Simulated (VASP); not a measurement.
# AlP (l.bA) (F-43m) in VASP: further runs

Runs on AlP (l.bA). Level: LDA. Tasks: single point, relaxation of cell and atoms.

Everything below comes from runs of VASP 6.6.1. Logs are shortened: lines on timing, memory, paths and dates and some standing lists are left out, and cuts for length are marked.

### Step 1. The cell of the first run

The structure is cubic, space group F-43m (No. 216). The conventional cell has a = 5.470 Å, b = 5.470 Å, c = 5.470 Å, α = 90.00°, β = 90.00°, γ = 90.00°. Within 3.1 Å of Al (site symmetry -43m) lie 4 P at 2.37 Å. P (site symmetry -43m) has 4 Al at 2.37 Å within 3.1 Å.

### Step 2. Single point, LDA

The input, INCAR:

```
SYSTEM = AlP
PREC = Accurate
ENCUT = 500
EDIFF = 1E-6
ISMEAR = 0
SIGMA = 0.1
LREAL = .FALSE.
LASPH = .TRUE.
NELM = 120
ALGO = Normal
ISIF = 2
LWAVE = .FALSE.
LCHARG = .FALSE.
GGA = CA
NBANDS = 11
GGA_COMPAT = .FALSE.
```

The input, KPOINTS:

```
regular mesh
0
G
  6 6 6
  0 0 0
```

The input, POSCAR:

```
AlP
1.0
    0.0000000000      2.7350000000      2.7350000000
    2.7350000000      0.0000000000      2.7350000000
    2.7350000000      2.7350000000      0.0000000000
Al P
1 1
Direct
    0.0000000000      0.0000000000      0.0000000000
    0.2500000000      0.2500000000      0.2500000000
```

Potentials or basis: VASP PAW LDA potentials, release 64 (Al, P).

Launch:

```bash
$ cat potpaw_LDA.64/Al/POTCAR potpaw_LDA.64/P/POTCAR > POTCAR
$ mpirun -np 1 vasp_std > vasp.out
```

OUTCAR:

```text
SYSTEM = AlP
   PREC = Accurate
   ENCUT = 500
   EDIFF = 1E-6
   ISMEAR = 0
   LREAL = .FALSE.
   LASPH = .TRUE.
   NELM = 120
   ISIF = 2
   GGA = CA

 ion  position               nearest neighbor table
   1  0.000  0.000  0.000-   2 2.37   2 2.37   2 2.37   2 2.37
   2  0.250  0.250  0.250-   1 2.37   1 2.37   1 2.37   1 2.37

  LATTYP: Found a face centered cubic cell.
 ALAT       =     5.4700000000

  Lattice vectors:

 A1 = (   0.0000000000,   2.7350000000,   2.7350000000)
 A2 = (   2.7350000000,   0.0000000000,   2.7350000000)
 A3 = (   2.7350000000,   2.7350000000,   0.0000000000)

Analysis of symmetry for initial positions (statically):
=====================================================================
 Subroutine PRICEL returns:
 Original cell was already a primitive cell.

 Routine SETGRP: Setting up the symmetry group for a
 face centered cubic supercell.

 Subroutine GETGRP returns: Found 24 space group operations
 (whereof 24 operations were pure point group operations)
 out of a pool of 48 trial point group operations.

The static configuration has the point symmetry T_d .

Analysis of symmetry for dynamics (positions and initial velocities):
=====================================================================
 Subroutine PRICEL returns:
 Original cell was already a primitive cell.

 Routine SETGRP: Setting up the symmetry group for a
 face centered cubic supercell.

 Subroutine GETGRP returns: Found 24 space group operations
 (whereof 24 operations were pure point group operations)
 out of a pool of 48 trial point group operations.

The dynamic configuration has the point symmetry T_d .

 Subroutine INISYM returns: Found 24 space group operations
 (whereof 24 operations are pure point group operations),
 and found     1 'primitive' translations

----------------------------------------------------------------------------------------

                                     Primitive cell

  volume of cell :      40.9168

  direct lattice vectors                    reciprocal lattice vectors
     0.000000000  2.735000000  2.735000000    -0.182815356  0.182815356  0.182815356
     2.735000000  0.000000000  2.735000000     0.182815356 -0.182815356  0.182815356
     2.735000000  2.735000000  0.000000000     0.182815356  0.182815356 -0.182815356

  length of vectors
     3.867874093  3.867874093  3.867874093     0.316645486  0.316645486  0.316645486

  position of ions in fractional coordinates (direct lattice)
     0.000000000  0.000000000  0.000000000
     0.250000000  0.250000000  0.250000000

  ion indices of the primitive-cell ions
   primitive index   ion index
                 1           1
                 2           2

----------------------------------------------------------------------------------------

 KPOINTS: regular mesh

Automatic generation of k-mesh.
 Grid dimensions read from file:
 generate k-points for:    6    6    6

 Generating k-lattice:

  Cartesian coordinates                     Fractional coordinates (reciprocal lattice)
    -0.030469226  0.030469226  0.030469226     0.166666667  0.000000000  0.000000000
     0.030469226 -0.030469226  0.030469226     0.000000000  0.166666667  0.000000000
     0.030469226  0.030469226 -0.030469226     0.000000000  0.000000000  0.166666667

  Length of vectors
     0.052774248  0.052774248  0.052774248

  Shift w.r.t. Gamma in fractional coordinates (k-lattice)
     0.000000000  0.000000000  0.000000000

 Subroutine IBZKPT returns following result:
 ===========================================

 Found     16 irreducible k-points:

 Following reciprocal coordinates:
            Coordinates               Weight
  0.000000  0.000000  0.000000      1.000000
  0.166667  0.000000  0.000000      8.000000
  0.333333  0.000000  0.000000      8.000000
  0.500000  0.000000  0.000000      4.000000
  0.166667  0.166667  0.000000      6.000000
  0.333333  0.166667  0.000000     24.000000
[... 8 lines left out ...]
 -0.333333  0.333333  0.166667     24.000000
 -0.333333  0.500000  0.166667     12.000000
   k-points           NKPTS =     16   k-points in BZ     NKDIM =     16   number of bands    NBANDS=     11
   number of dos      NEDOS =    301   number of ions     NIONS =      2
   total plane-waves  NPLWV =  21952
   dimension x,y,z NGX =    28 NGY =   28 NGZ =   28
   dimension x,y,z NGXF=    56 NGYF=   56 NGZF=   56
   ions per type =               1   1
   NGX,Y,Z   is equivalent  to a cutoff of  12.03, 12.03, 12.03 a.u.
   NGXF,Y,Z  is equivalent  to a cutoff of  24.07, 24.07, 24.07 a.u.
 SYSTEM =  AlP
   PREC   = accura    normal or accurate (medium, high low for compatibility)
   ISTART =      0    job   : 0-new  1-cont  2-samecut
   ICHARG =      2    charge: 1-file 2-atom 10-const
   ISPIN  =      1    spin polarized calculation?
   LNONCOLLINEAR =      F non collinear calculations
   LSORBIT =      F    spin-orbit coupling
   LASPH  =      T    aspherical Exc in radial PAW
   ENCUT  =  500.0 eV  36.75 Ry    6.06 a.u.   7.05  7.05  7.05*2*pi/ulx,y,z
   NELM   =    120;   NELMIN=  2; NELMDL= -5     # of ELM steps
   EDIFF  = 0.1E-05   stopping-criterion for ELM
   LREAL  =      F    real-space projection
   EDIFFG = 0.1E-04   stopping-criterion for IOM
   NSW    =      0    number of steps for IOM
   IBRION =     -1    ionic relax: 0-MD 1-quasi-New 2-CG
   NFREE  =      0    steps in history (QN), initial steepest desc. (CG)
   ISIF   =      2    stress and relaxation
   ISYM   =      2    0-nonsym 1-usesym 2-fastsym
   POTIM  = 0.5000    time-step for ionic-motion
   TEBEG  =    0.0;   TEEND  =   0.0 temperature during run
   PSTRESS=    0.0 pullay stress
   NELECT =       8.0000    total number of electrons
   NUPDOWN=      -1.0000    fix difference up-down
   EMIN   =  10.00;   EMAX   =-10.00  energy-range for DOS
   EFERMI =   0.00;   METHOD = LEGACY
   ISMEAR =     0;   SIGMA  =   0.10  broadening in eV -4-tet -1-fermi 0-gaus
   EFERMI_NEDOS =   21; number of points for ismear=-14 and -15
   IALGO  =     38    algorithm
   IMIX   =      4    mixing-type and parameters
     AMIX     =   0.40;   BMIX     =  1.00
     AMIX_MAG =   1.60;   BMIX_MAG =  1.00
  volume/ion in A,a.u.               =      20.46       138.06
  Fermi-wavevector in a.u.,A,eV,Ry     =   0.950176  1.795573 12.283814  0.902835
  Thomas-Fermi vector in A             =   2.078528
   LORBIT       =      0    0 simple, 1 ext, 2 COOP (PROOUT), +10 PAW based schemes
   GGA     = CA    functional components
   LHFCALC =     F    Hartree Fock is set to
   AEXX    =    0.0000 exact exchange contribution
   IVDW    =     0    specifies the selected vdW correction
   LEPSILON=     F    determine dielectric tensor
   LRPA    =     F    only Hartree local field effects (RPA)
 non-spin polarized calculation
 Gauss-broadening in eV      SIGMA  =   0.10
  energy-cutoff  :      500.00
  volume of cell :       40.92
 maximum number of plane-waves:      1056
   NGX = 15   NGY = 15   NGZ = 15

 number of electron       8.0000000 magnetization

 Free energy of the ion-electron system (eV)
  ---------------------------------------------------
  ext. energy  EPLUGINS =         0.00000000
  ---------------------------------------------------
  free energy    TOTEN  =       -11.39976040 eV

  energy without entropy =      -11.39976040  energy(sigma->0) =      -11.39976040

 E-fermi :   4.8309     XC(G=0):  -9.4273

 val. band max:        4.4048470413   @ k =   0.0000   0.0000   0.0000
 cond. band min:       5.8525152802   @ k =   0.5000   0.5000   0.0000
 fundamental gap:      1.4476682389
 Fermi energy:         4.8309324324

 k-point     1 :       0.0000    0.0000    0.0000
  band No.  band energies     occupation
      1      -7.0701      2.00000
      2       4.4048      2.00000
      3       4.4048      2.00000
      4       4.4048      2.00000
      5       7.4750      0.00000
      6       8.8661      0.00000
      7       8.8661      0.00000
      8       8.8661      0.00000
      9      13.2084      0.00000
     10      13.2084      0.00000
     11      14.3432      0.00000

 k-point     2 :       0.1667    0.0000    0.0000
  band No.  band energies     occupation
      1      -6.7671      2.00000
      2       2.5069      2.00000
      3       4.1607      2.00000
      4       4.1607      2.00000
      5       7.8575      0.00000
      6       9.2999      0.00000
      7       9.2999      0.00000
      8       9.9016      0.00000
      9      12.5392      0.00000
     10      12.5392      0.00000
     11      14.9850      0.00000

 k-point     3 :       0.3333    0.0000    0.0000
  band No.  band energies     occupation
      1      -5.9762      2.00000
      2       0.0397      2.00000
      3       3.7887      2.00000
      4       3.7887      2.00000
      5       7.2874      0.00000
      6       9.3570      0.00000
      7       9.3570      0.00000
      8      12.1308      0.00000
      9      13.4520      0.00000
     10      13.4520      0.00000
     11      14.4646      0.00000

 k-point     4 :       0.5000    0.0000    0.0000
  band No.  band energies     occupation
      1      -5.3853      2.00000
      2      -1.1545      2.00000
      3       3.6393      2.00000
      4       3.6393      2.00000
      5       7.0477      0.00000
      6       9.1309      0.00000
      7       9.1309      0.00000
      8      12.4535      0.00000
      9      15.8904      0.00000
     10      15.8904      0.00000
     11      15.9384      0.00000
[... 127 lines left out ...]
 k-point    14 :       0.5000    0.3333    0.1667
  band No.  band energies     occupation
      1      -5.3491      2.00000
      2      -0.0446      2.00000
      3       1.7079      2.00000
      4       2.8015      2.00000
      5       8.1446      0.00000
      6       9.1138      0.00000
      7       9.7717      0.00000
      8      12.4924      0.00000
      9      13.6271      0.00000
     10      15.7108      0.00000
     11      17.6420      0.00000

 k-point    15 :      -0.3333    0.3333    0.1667
  band No.  band energies     occupation
      1      -4.8850      2.00000
      2      -0.6141      2.00000
      3       1.2509      2.00000
      4       2.4070      2.00000
      5       8.3434      0.00000
      6       9.2405      0.00000
      7      11.1625      0.00000
      8      11.9342      0.00000
      9      13.1347      0.00000
     10      16.1669      0.00000
     11      17.1902      0.00000

 k-point    16 :      -0.3333    0.5000    0.1667
  band No.  band energies     occupation
      1      -4.6822      2.00000
      2      -0.6655      2.00000
      3       1.4754      2.00000
      4       1.7156      2.00000
      5       7.6066      0.00000
      6       8.5903      0.00000
      7      11.9133      0.00000
      8      12.2721      0.00000
      9      15.4273      0.00000
     10      16.2786      0.00000
     11      17.4676      0.00000

------------------------ aborting loop because EDIFF is reached ----------------------------------------

  FORCE on cell =-STRESS in cart. coord.  units (eV):
  Direction    XX          YY          ZZ          XY          YZ          ZX
  --------------------------------------------------------------------------------------
  -------------------------------------------------------------------------------------
  Total       -0.4177858     -0.4177858     -0.4177858      0.0000000      0.0000000     -0.0000000
  in kB      -16.3592090    -16.3592090    -16.3592090      0.0000000      0.0000000     -0.0000000
  external PRESSURE =     -16.3592090 kB  Pullay stress =       0.0000000 kB

 VOLUME and BASIS-vectors are now :
 -----------------------------------------------------------------------------
  energy-cutoff  :      500.00
  volume of cell :       40.92
      direct lattice vectors                 reciprocal lattice vectors
     0.000000000  2.735000000  2.735000000    -0.182815356  0.182815356  0.182815356
     2.735000000  0.000000000  2.735000000     0.182815356 -0.182815356  0.182815356
     2.735000000  2.735000000  0.000000000     0.182815356  0.182815356 -0.182815356

 POSITION                                       TOTAL-FORCE (eV/Angst)
 -----------------------------------------------------------------------------------
      0.00000      0.00000      0.00000        -0.000000     -0.000000     -0.000000
      1.36750      1.36750      1.36750         0.000000      0.000000      0.000000
 -----------------------------------------------------------------------------------
    total drift:                               -0.000000     -0.000000      0.000000

  FREE ENERGIE OF THE ION-ELECTRON SYSTEM (eV)
  ---------------------------------------------------
  free  energy   TOTEN  =       -11.3997603962 eV

  energy  without entropy=      -11.3997603962  energy(sigma->0) =      -11.39976040
```

Run time: 6.9 s. Hardware: 1 thread of AMD EPYC 7R43 (Zen 3), shared host; peak memory 0.1 GiB.

What came out:

```yaml
Free_energy: -11.3998 eV
Pressure: -1.6 GPa
Band_gap_on_the_k_mesh: 1.45 eV, indirect (least direct gap 3.07 eV)
```

Levels at points of the mesh, in eV from the valence-band top:
```tsv
k point	band 2	band 3	band 4	band 5	band 6	band 7
(0.00, 0.00, 0.00)	0.00	0.00	0.00	3.07	4.46	4.46
(0.50, 0.00, 0.00)	-5.56	-0.77	-0.77	2.64	4.73	4.73
(0.50, 0.50, 0.00)	-5.34	-2.11	-2.11	1.45	2.33	10.84
```

### Step 3. Single point, LDA

This run uses another cell than the first one, of 20.05 Å³/atom, 0.980 times its volume.

The input, INCAR:

```
PREC     = Accurate       # precision mode
ENCUT    = 500            # plane-wave cutoff, eV
EDIFF    = 1E-6           # SCF threshold, eV
ISMEAR   = 0              # smearing method
SIGMA    = 0.02           # smearing width, eV
LREAL    = F              # projectors in reciprocal space
LASPH    = T              # aspherical terms in the spheres
NELM     = 120            # most SCF steps
ALGO     = Normal         # electronic algorithm
ISIF     = 2              # what is computed and relaxed
LWAVE    = F              # write WAVECAR
LCHARG   = F              # write CHGCAR
GGA      = CA             # functional
NBANDS   = 11             # bands
GGA_COMPAT= F
```

The input, KPOINTS:

```
Automatic mesh
0
Gamma
  8 8 8
```

The input, POSCAR:

```
AlP
1.0
    0.0000000000      2.7168541817      2.7168541817
    2.7168541817      0.0000000000      2.7168541817
    2.7168541817      2.7168541817      0.0000000000
Al P
1 1
Direct
    0.0000000000      0.0000000000      0.0000000000
    0.2500000000      0.2500000000      0.2500000000
```

Potentials or basis: VASP PAW LDA potentials, release 64 (Al, P).

Launch:

```bash
$ cat potpaw_LDA.64/Al/POTCAR potpaw_LDA.64/P/POTCAR > POTCAR
$ mpirun -np 1 vasp_std > vasp.out
```

Wall time 10 s (1 thread of AMD EPYC 7R43 (Zen 3), shared host); peak memory 0.1 GiB.

It converged, with:

```
Free energy            : -11.4122 eV
Pressure               : 0.1 GPa
Band gap on the k mesh : 1.41 eV, indirect (least direct gap 3.24 eV)
```

Levels at points of the mesh, in eV from the valence-band top:
| k point | band 2 | band 3 | band 4 | band 5 | band 6 | band 7 |
| --- | --- | --- | --- | --- | --- | --- |
| (0.00, 0.00, 0.00) | 0.00 | 0.00 | 0.00 | 3.24 | 4.49 | 4.49 |
| (0.50, 0.00, 0.00) | -5.65 | -0.78 | -0.78 | 2.72 | 4.74 | 4.74 |
| (0.50, 0.50, 0.00) | -5.40 | -2.15 | -2.15 | 1.41 | 2.33 | 11.01 |

[end of part 1 of 2]
